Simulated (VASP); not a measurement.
**Cl: single point with r2SCAN**

The system is Cl.

```
Cl
1.0
     3.12524   -2.00725    0.00000
     3.12524    2.00725    0.00000
     0.00000    0.00000    8.14656
Cl
4
Direct
  0.87564 0.12436 0.60748
  0.12436 0.87564 0.39252
  0.62436 0.37564 0.10748
  0.37564 0.62436 0.89252
```

```
Program             : VASP 6.6.1
Task                : single point
Functional          : r2SCAN
Potentials or basis : VASP PAW PBE potentials, release 64 (Cl)
Cutoff              : 520 eV
k mesh              : 8 × 8 × 4
Occupations         : gaussian, width 0.01 eV
Spin                : no spin polarisation
```

```json
{
 "Pressure": "0.3 GPa",
 "Largest force": "0.234 eV/Å",
 "Band gap on the k mesh": "2.60 eV"
}
```

Forces in eV/Å, atoms in the order of the input:
```
Cl   0.000 -0.116 -0.203
Cl   0.000  0.116  0.203
Cl   0.000  0.116 -0.203
Cl   0.000 -0.116  0.203
```

Stress tensor (GPa, compression positive):
```
 0.78  0.00  0.00
 0.00  0.42  0.00
 0.00  0.00 -0.37
```

Levels at points of the mesh, in eV from the valence-band top:
| k point | band 12 | band 13 | band 14 | band 15 | band 16 | band 17 |
| --- | --- | --- | --- | --- | --- | --- |
| (0.00, 0.00, 0.00) | -0.44 | -0.12 | 0.00 | 2.60 | 3.58 | 7.74 |
| (0.50, 0.00, 0.00) | -0.99 | -0.31 | -0.31 | 3.33 | 3.33 | 8.61 |
| (0.50, 0.50, 0.00) | -1.23 | -0.51 | -0.28 | 2.67 | 3.32 | 8.87 |
| (0.00, 0.00, 0.50) | -0.86 | -0.06 | -0.06 | 3.03 | 3.03 | 8.09 |
| (0.50, 0.00, 0.50) | -0.72 | -0.07 | -0.07 | 3.01 | 3.01 | 8.93 |
| (0.50, 0.50, 0.50) | -1.00 | -0.92 | -0.92 | 2.93 | 2.93 | 9.49 |

Run time: 3.3 min on 1 thread of Intel(R) Xeon(R) 6975P-C (Granite Rapids), with other jobs on the host, peak memory 0.27 GiB.

Caveat: the PAW data sets were made with another functional, which shifts forces and pressure a little. A k mesh can miss the band edges.
